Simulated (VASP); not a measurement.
A run of VASP 6.6.1:

INCAR

```
SYSTEM = Al47N48
PREC = Accurate
ENCUT = 520
EDIFF = 1E-6
ISMEAR = -1
SIGMA = 0.05
LREAL = Auto
LASPH = .True.
NELM = 200
ALGO = Normal
ISIF = 2
LWAVE = .False.
LCHARG = .True.
ISPIN = 2
MAGMOM = 0 0 0 0 0 0 0 0 0 0 0 0 0 0 0 0 0 0 0 0 0 0 0 0 0 0 0 0 0 0 0 0 0 0 0 0 0 0 0 0 0 0 0 0 0 0 0 0 0 0 0 0 0 0 0 0 0 0 0.25 0 0 0 0 0 0 0 0 0 0 0 0 0 0 0 0 0 0 0.25 0 0 0 0 0 0 0 0.25 0 0.25 0 0 0 0 0 0 0
LORBIT = 11
NUPDOWN = 1.0
GGA = PS
LELF = .True.
LVHAR = .True.
ISYM = -1
NBANDS = 248
GGA_COMPAT = .False.
KPAR = 1
```

File KPOINTS:

```
explicit points
1
Reciprocal
  0.25000000   0.25000000   0.25000000 1
```

The input POSCAR:

```
Al47N48
1.0
    9.3414480000      0.0000000000      0.0000000000
    0.0000000000     10.7865750000      0.0000000000
    0.0000000000      0.0000000000      9.9670570000
Al N
47 48
Direct
    0.1668450000      0.0832120000      0.2483390000
    0.1661140000      0.0828550000      0.7488840000
    0.9996490000      0.3336870000      0.2481050000
    0.0000830000      0.3331030000      0.7489670000
    0.5001730000      0.0828590000      0.2481610000
    0.5004820000      0.0826760000      0.7492730000
    0.3333700000      0.3331530000      0.2438000000
    0.3321300000      0.3323470000      0.7470780000
    0.1669030000      0.5832610000      0.2480570000
    0.1668170000      0.5838220000      0.7495470000
    0.0001020000      0.8334310000      0.2485490000
    0.0002240000      0.8331180000      0.7491920000
    0.8328990000      0.0835800000      0.2488280000
    0.8340260000      0.0829540000      0.7489360000
    0.6657130000      0.3337850000      0.2477520000
    0.6684550000      0.3324030000      0.7465640000
    0.5003620000      0.5818710000      0.2475920000
    0.5004840000      0.5849280000      0.7466060000
    0.3335670000      0.8324790000      0.2486880000
    0.3334240000      0.8337100000      0.7489870000
    0.8334780000      0.5832380000      0.2482610000
    0.8339120000      0.5835700000      0.7494600000
    0.6669500000      0.8325420000      0.2487820000
    0.6672590000      0.8337360000      0.7489660000
    0.9997330000      0.1670440000      0.4984420000
    0.0000610000      0.1665900000      0.9989940000
    0.3341190000      0.1621990000      0.5006540000
    0.3333710000      0.1656500000      0.9975860000
    0.1641270000      0.4199940000      0.5011660000
    0.1661160000      0.4168670000      0.9975730000
    0.0002650000      0.6674000000      0.4987810000
    0.0001770000      0.6667380000      0.9991440000
    0.6657160000      0.1648690000      0.5003380000
    0.6669500000      0.1661500000      0.9981980000
    0.5003200000      0.4165700000      0.9947160000
    0.3316900000      0.6664330000      0.5004540000
    0.3333690000      0.6668180000      0.9982200000
    0.1662270000      0.9159350000      0.4990820000
    0.1667660000      0.9164560000      0.9989690000
    0.8332920000      0.4191570000      0.5004940000
    0.8336710000      0.4167290000      0.9981620000
    0.6694610000      0.6666360000      0.5003010000
    0.6672550000      0.6668340000      0.9981690000
    0.5004960000      0.9150570000      0.4985440000
    0.5002910000      0.9162170000      0.9991090000
    0.8341970000      0.9165940000      0.4990780000
    0.8336310000      0.9166270000      0.9990630000
    0.0000330000      0.1667360000      0.1899780000
    0.0002220000      0.1668070000      0.6893400000
    0.3335530000      0.1654320000      0.1878870000
    0.3334030000      0.1653770000      0.6901660000
    0.1658690000      0.4171220000      0.1877610000
    0.1662120000      0.4172650000      0.6903700000
    0.0002210000      0.6668120000      0.1898140000
    0.0003920000      0.6667920000      0.6896640000
    0.6663270000      0.1661980000      0.1886940000
    0.6670940000      0.1653130000      0.6903460000
    0.4996630000      0.4161720000      0.1876940000
    0.5003640000      0.4166660000      0.7077650000
    0.3331910000      0.6662600000      0.1886520000
    0.3326420000      0.6673530000      0.6903820000
    0.1669310000      0.9164090000      0.1897320000
    0.1665810000      0.9165180000      0.6897890000
    0.8333960000      0.4170580000      0.1884890000
    0.8346160000      0.4172480000      0.6903080000
    0.6673540000      0.6663340000      0.1885780000
    0.6681780000      0.6674020000      0.6903630000
    0.5002240000      0.9159490000      0.1899670000
    0.5002870000      0.9162550000      0.6895180000
    0.8334360000      0.9166770000      0.1898330000
    0.8340650000      0.9165870000      0.6898570000
    0.1657760000      0.0820690000      0.4394580000
    0.1662400000      0.0828920000      0.9394710000
    0.0001390000      0.3338380000      0.4393100000
    0.0000410000      0.3329380000      0.9393170000
    0.5001090000      0.0819290000      0.4394620000
    0.5002540000      0.0826530000      0.9395630000
    0.3100300000      0.3216370000      0.4312840000
    0.3323190000      0.3324930000      0.9394540000
    0.1662950000      0.5840660000      0.4393660000
    0.1665720000      0.5835840000      0.9396460000
    0.0002170000      0.8333610000      0.4395350000
    0.0001710000      0.8331860000      0.9399250000
    0.8338400000      0.0826340000      0.4397680000
    0.8338900000      0.0830280000      0.9396570000
    0.6837520000      0.3250660000      0.4346680000
    0.6679260000      0.3325510000      0.9393360000
    0.5007620000      0.5998550000      0.4345270000
    0.5002580000      0.5843880000      0.9394310000
    0.3327380000      0.8334640000      0.4397310000
    0.3334070000      0.8335840000      0.9396920000
    0.8347440000      0.5841000000      0.4394120000
    0.8339430000      0.5834310000      0.9396960000
    0.6681170000      0.8337800000      0.4397620000
    0.6670870000      0.8335980000      0.9396800000
```

Potentials or basis: VASP PAW PBE potentials, release 64 (Al, N).

Command:

```console
$ cat potpaw_PBE.64/Al/POTCAR potpaw_PBE.64/N/POTCAR > POTCAR
$ mpirun -np 4 vasp_std > vasp.out
```

Hardware: 4 MPI ranks on Intel(R) Xeon(R) 6975P-C (Granite Rapids), with other jobs on the host.

Q: How long does it take, and how much memory?

A: It took 8.3 min on 4 MPI ranks on Intel(R) Xeon(R) 6975P-C (Granite Rapids), with other jobs on the host, peak memory 0.51 GiB a rank. Counts: scf iterations 29, k points 1.
